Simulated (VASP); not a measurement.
# Mg (P6_3/mmc) in VASP: notebook

Mg is run at these levels: PBE; tasks: single point.

Program: VASP 6.6.1. These are calculated values, not measurements. Logs are shortened: lines on timing, memory, paths and dates and some standing lists are left out, and cuts for length are marked.

## 1. The cell of the first run

Symmetry: P6_3/mmc, No. 194, hexagonal system. Conventional cell: a = 2.970 Å, b = 2.970 Å, c = 4.805 Å, α = 90.00°, β = 90.00°, γ = 120.00°. Mg (site symmetry -6m2) has 12 Mg at 2.95 to 2.97 Å within 3.9 Å.

## 2. Single point, PBE (volume scaled by 0.800)

The input, INCAR:

```
  PREC = Accurate
  ENCUT = 520
  EDIFF = 1E-7
  ISMEAR = 0
  SIGMA = 0.05
  LREAL = False
  LASPH = True
  NELM = 60
  ALGO = Normal
  ISIF = 2
  LWAVE = False
  LCHARG = False
  GGA = PE
  NBANDS = 9
```

The input, KPOINTS:

```
regular mesh
0
Gamma
  18 18 10
```

The input, POSCAR:

```
Mg
1.0
    2.9704314742      0.0000000000      0.0000000000
   -1.4852157371      2.5724691169      0.0000000000
    0.0000000000      0.0000000000      4.8051270685
Mg
2
Direct
    0.3333333333      0.6666666667      0.2500000000
    0.6666666667      0.3333333333      0.7500000000
```

Potentials or basis: VASP PAW PBE potentials, release 64 (Mg).

Started as:

```bash
$ cat potpaw_PBE.64/Mg/POTCAR > POTCAR
$ mpirun -np 1 vasp_std > vasp.out
```

OUTCAR:

```text
PREC = Accurate
   ENCUT = 520
   EDIFF = 1E-7
   ISMEAR = 0
   LREAL = False
   LASPH = True
   NELM = 60
   ISIF = 2
   GGA = PE

 ion  position               nearest neighbor table
   1  0.333  0.667  0.250-   2 2.95   2 2.95   2 2.95   2 2.95   2 2.95   2 2.95
   2  0.667  0.333  0.750-   1 2.95   1 2.95   1 2.95   1 2.95   1 2.95   1 2.95

  LATTYP: Found a hexagonal cell.
 ALAT       =     2.9704314742
 C/A-ratio  =     1.6176528933

  Lattice vectors:

 A1 = (   2.9704314742,   0.0000000000,   0.0000000000)
 A2 = (  -1.4852157371,   2.5724691169,   0.0000000000)
 A3 = (   0.0000000000,   0.0000000000,   4.8051270685)

Analysis of symmetry for initial positions (statically):
=====================================================================
 Subroutine PRICEL returns:
 Original cell was already a primitive cell.

 Routine SETGRP: Setting up the symmetry group for a
 hexagonal supercell.

 Subroutine GETGRP returns: Found 24 space group operations
 (whereof 12 operations were pure point group operations)
 out of a pool of 24 trial point group operations.

The static configuration has the point symmetry D_3d.
 The point group associated with its full space group is D_6h.

Analysis of symmetry for dynamics (positions and initial velocities):
=====================================================================
 Subroutine PRICEL returns:
 Original cell was already a primitive cell.

 Routine SETGRP: Setting up the symmetry group for a
 hexagonal supercell.

 Subroutine GETGRP returns: Found 24 space group operations
 (whereof 12 operations were pure point group operations)
 out of a pool of 24 trial point group operations.

The dynamic configuration has the point symmetry D_3d.
 The point group associated with its full space group is D_6h.

 Subroutine INISYM returns: Found 24 space group operations
 (whereof 12 operations are pure point group operations),
 and found     1 'primitive' translations

----------------------------------------------------------------------------------------

                                     Primitive cell

  volume of cell :      36.7176

  direct lattice vectors                    reciprocal lattice vectors
     2.970431474  0.000000000  0.000000000     0.336651429  0.194365793  0.000000000
    -1.485215737  2.572469117  0.000000000     0.000000000  0.388731586  0.000000000
     0.000000000  0.000000000  4.805127069     0.000000000  0.000000000  0.208111042

  length of vectors
     2.970431474  2.970431474  4.805127069     0.388731586  0.388731586  0.208111042

  position of ions in fractional coordinates (direct lattice)
     0.333333333  0.666666667  0.250000000
     0.666666667  0.333333333  0.750000000

  ion indices of the primitive-cell ions
   primitive index   ion index
                 1           1
                 2           2

----------------------------------------------------------------------------------------

 KPOINTS: regular mesh

Automatic generation of k-mesh.
 Grid dimensions read from file:
 generate k-points for:   18   18   10

 Generating k-lattice:

  Cartesian coordinates                     Fractional coordinates (reciprocal lattice)
     0.018702857  0.010798100  0.000000000     0.055555556  0.000000000  0.000000000
     0.000000000  0.021596199  0.000000000     0.000000000  0.055555556  0.000000000
     0.000000000  0.000000000  0.020811104     0.000000000  0.000000000  0.100000000

  Length of vectors
     0.021596199  0.021596199  0.020811104

  Shift w.r.t. Gamma in fractional coordinates (k-lattice)
     0.000000000  0.000000000  0.000000000

 Subroutine IBZKPT returns following result:
 ===========================================

 Found    222 irreducible k-points:

 Following reciprocal coordinates:
            Coordinates               Weight
  0.000000  0.000000  0.000000      1.000000
  0.055556  0.000000  0.000000      6.000000
  0.111111  0.000000  0.000000      6.000000
  0.166667  0.000000  0.000000      6.000000
  0.222222 -0.000000  0.000000      6.000000
  0.277778  0.000000  0.000000      6.000000
[... 16 lines left out ...]
  0.333333  0.111111  0.000000     12.000000
  0.388889  0.111111  0.000000     12.000000
 [... further k-points ...]
   k-points           NKPTS =    222   k-points in BZ     NKDIM =    222   number of bands    NBANDS=      9
   number of dos      NEDOS =    301   number of ions     NIONS =      2
   total plane-waves  NPLWV =  20736
   dimension x,y,z NGX =    24 NGY =   24 NGZ =   36
   dimension x,y,z NGXF=    48 NGYF=   48 NGZF=   72
   ions per type =               2
   NGX,Y,Z   is equivalent  to a cutoff of  13.43, 13.43, 12.46 a.u.
   NGXF,Y,Z  is equivalent  to a cutoff of  26.86, 26.86, 24.91 a.u.
 SYSTEM =  unknown system
   PREC   = accura    normal or accurate (medium, high low for compatibility)
   ISTART =      0    job   : 0-new  1-cont  2-samecut
   ICHARG =      2    charge: 1-file 2-atom 10-const
   ISPIN  =      1    spin polarized calculation?
   LNONCOLLINEAR =      F non collinear calculations
   LSORBIT =      F    spin-orbit coupling
   LASPH  =      T    aspherical Exc in radial PAW
   ENCUT  =  520.0 eV  38.22 Ry    6.18 a.u.   5.52  5.52  8.93*2*pi/ulx,y,z
   NELM   =     60;   NELMIN=  2; NELMDL= -5     # of ELM steps
   EDIFF  = 0.1E-06   stopping-criterion for ELM
   LREAL  =      F    real-space projection
   EDIFFG = 0.1E-05   stopping-criterion for IOM
   NSW    =      0    number of steps for IOM
   IBRION =     -1    ionic relax: 0-MD 1-quasi-New 2-CG
   NFREE  =      0    steps in history (QN), initial steepest desc. (CG)
   ISIF   =      2    stress and relaxation
   ISYM   =      2    0-nonsym 1-usesym 2-fastsym
   POTIM  = 0.5000    time-step for ionic-motion
   TEBEG  =    0.0;   TEEND  =   0.0 temperature during run
   PSTRESS=    0.0 pullay stress
   NELECT =       4.0000    total number of electrons
   NUPDOWN=      -1.0000    fix difference up-down
   EMIN   =  10.00;   EMAX   =-10.00  energy-range for DOS
   EFERMI =   0.00;   METHOD = LEGACY
   ISMEAR =     0;   SIGMA  =   0.05  broadening in eV -4-tet -1-fermi 0-gaus
   EFERMI_NEDOS =   21; number of points for ismear=-14 and -15
   IALGO  =     38    algorithm
   IMIX   =      4    mixing-type and parameters
     AMIX     =   0.40;   BMIX     =  1.00
     AMIX_MAG =   1.60;   BMIX_MAG =  1.00
  volume/ion in A,a.u.               =      18.36       123.89
  Fermi-wavevector in a.u.,A,eV,Ry     =   0.781874  1.477527  8.317603  0.611327
  Thomas-Fermi vector in A             =   1.885481
   LORBIT       =      0    0 simple, 1 ext, 2 COOP (PROOUT), +10 PAW based schemes
   GGA     = PE    functional components
   LHFCALC =     F    Hartree Fock is set to
   AEXX    =    0.0000 exact exchange contribution
   IVDW    =     0    specifies the selected vdW correction
   LEPSILON=     F    determine dielectric tensor
   LRPA    =     F    only Hartree local field effects (RPA)
 non-spin polarized calculation
 Gauss-broadening in eV      SIGMA  =   0.05
  energy-cutoff  :      520.00
  volume of cell :       36.72
 maximum number of plane-waves:      1014
 NGX is ok and might be reduce to    24
   NGX = 11   NGY = 11   NGZ = 17

 number of electron       4.0000000 magnetization

 Free energy of the ion-electron system (eV)
  ---------------------------------------------------
  ext. energy  EPLUGINS =         0.00000000
  ---------------------------------------------------
  free energy    TOTEN  =        -2.72221894 eV

  energy without entropy =       -2.72144365  energy(sigma->0) =       -2.72183130

 E-fermi :   3.9103     XC(G=0):  -9.2114

 val. band max:        3.9046648196   @ k =   0.4444  -0.0000   0.4000
 cond. band min:       3.9267940742   @ k =   0.3333   0.1111   0.1000
 fundamental gap:      0.0221292547
 Fermi energy:         3.9102891613

 k-point     1 :       0.0000    0.0000    0.0000
  band No.  band energies     occupation
      1      -4.0364      2.00000
      2       1.8791      2.00000
      3       2.7192      2.00000
      4      16.1622      0.00000
      5      16.1622      0.00000
      6      16.7584      0.00000
      7      16.7584      0.00000
      8      17.1302      0.00000
      9      19.4865      0.00000

 k-point     2 :       0.0556    0.0000    0.0000
  band No.  band energies     occupation
      1      -3.9659      2.00000
      2       1.9415      2.00000
      3       2.7862      2.00000
      4      14.7080      0.00000
      5      15.4965      0.00000
      6      16.3343      0.00000
      7      17.4944      0.00000
      8      17.9287      0.00000
      9      19.8139      0.00000

 k-point     3 :       0.1111    0.0000    0.0000
  band No.  band energies     occupation
      1      -3.7548      2.00000
      2       2.1287      2.00000
      3       2.9851      2.00000
      4      12.8035      0.00000
      5      14.6972      0.00000
      6      15.3776      0.00000
      7      17.9988      0.00000
      8      18.3161      0.00000
      9      18.4421      0.00000

 k-point     4 :       0.1667    0.0000    0.0000
  band No.  band energies     occupation
      1      -3.4043      2.00000
      2       2.4411      2.00000
      3       3.3102      2.00000
      4      10.9332      0.00000
      5      13.9897      0.00000
      6      14.3462      0.00000
      7      16.1162      0.00000
      8      17.8977      0.00000
      9      18.7675      0.00000
[... 205 lines left out ...]
 k-point    22 :       0.2778    0.1111    0.0000
  band No.  band energies     occupation
      1      -1.3354      2.00000
      2       4.3244      0.00000
      3       4.7430      0.00000
      4       6.4518      0.00000
      5       9.4056      0.00000
      6      11.1816      0.00000
      7      12.9231      0.00000
      8      14.6343      0.00000
      9      16.4072      0.00000

 k-point    23 :       0.3333    0.1111    0.0000
  band No.  band energies     occupation
      1      -0.4573      2.00000
      2       4.0694      0.00001
      3       5.1447      0.00000
      4       6.4065      0.00000
      5       8.9444      0.00000
      6       9.7185      0.00000
      7      11.8734      0.00000
      8      14.3039      0.00000
      9      16.1645      0.00000

 k-point    24 :       0.3889    0.1111    0.0000
  band No.  band energies     occupation
      1       0.5400      2.00000
      2       2.8635      2.00000
      3       6.0936      0.00000
      4       7.0259      0.00000
      5       8.3819      0.00000
      6       8.4774      0.00000
      7      11.1133      0.00000
      8      14.1065      0.00000
      9      16.0130      0.00000

 [... further k-points ...]

------------------------ aborting loop because EDIFF is reached ----------------------------------------

  FORCE on cell =-STRESS in cart. coord.  units (eV):
  Direction    XX          YY          ZZ          XY          YZ          ZX
  --------------------------------------------------------------------------------------
  -------------------------------------------------------------------------------------
  Total        2.8521054      2.8521054      2.8392838      0.0000000      0.0000000     -0.0000000
  in kB      124.4519096    124.4519096    123.8924397      0.0000000      0.0000000     -0.0000000
  external PRESSURE =     124.2654197 kB  Pullay stress =       0.0000000 kB

 VOLUME and BASIS-vectors are now :
 -----------------------------------------------------------------------------
  energy-cutoff  :      520.00
  volume of cell :       36.72
      direct lattice vectors                 reciprocal lattice vectors
     2.970431474  0.000000000  0.000000000     0.336651429  0.194365793  0.000000000
    -1.485215737  2.572469117  0.000000000     0.000000000  0.388731586  0.000000000
     0.000000000  0.000000000  4.805127069     0.000000000  0.000000000  0.208111042

 POSITION                                       TOTAL-FORCE (eV/Angst)
 -----------------------------------------------------------------------------------
     -0.00000      1.71498      1.20128         0.000000      0.000000      0.000000
      1.48522      0.85749      3.60385        -0.000000     -0.000000      0.000000
 -----------------------------------------------------------------------------------
    total drift:                                0.000000     -0.000000      0.000000

  FREE ENERGIE OF THE ION-ELECTRON SYSTEM (eV)
  ---------------------------------------------------
  free  energy   TOTEN  =        -2.7222189426 eV

  energy  without entropy=       -2.7214436486  energy(sigma->0) =       -2.72183130
```

It took 24 s on 1 thread of Intel Xeon Platinum 8375C at 2.90GHz (Ice Lake), shared host; peak memory 0.2 GiB.

What came out:

- Free energy: -2.7222 eV
- Pressure: 12.4 GPa
- Band gap on the k mesh: zero (band 2 reaches 4.89 eV, above the bottom of band 3 at 2.72 eV)

Levels at points of the mesh, in eV from the Fermi level:
```csv
k point,band 1,band 2,band 3,band 4,band 5,band 6,band 7
"(0.00, 0.00, 0.00)",-7.95,-2.03,-1.19,12.25,12.25,12.85,12.85
"(0.50, 0.00, 0.00)",-2.56,-2.34,3.04,3.10,4.01,4.25,8.11
"(0.00, 0.00, 0.50)",-6.33,-6.33,5.80,5.80,13.03,13.03,13.03
"(0.50, 0.00, 0.50)",-1.35,-1.35,-0.39,-0.39,8.80,8.80,9.38
```

(Part 1 of 2 ends here.)
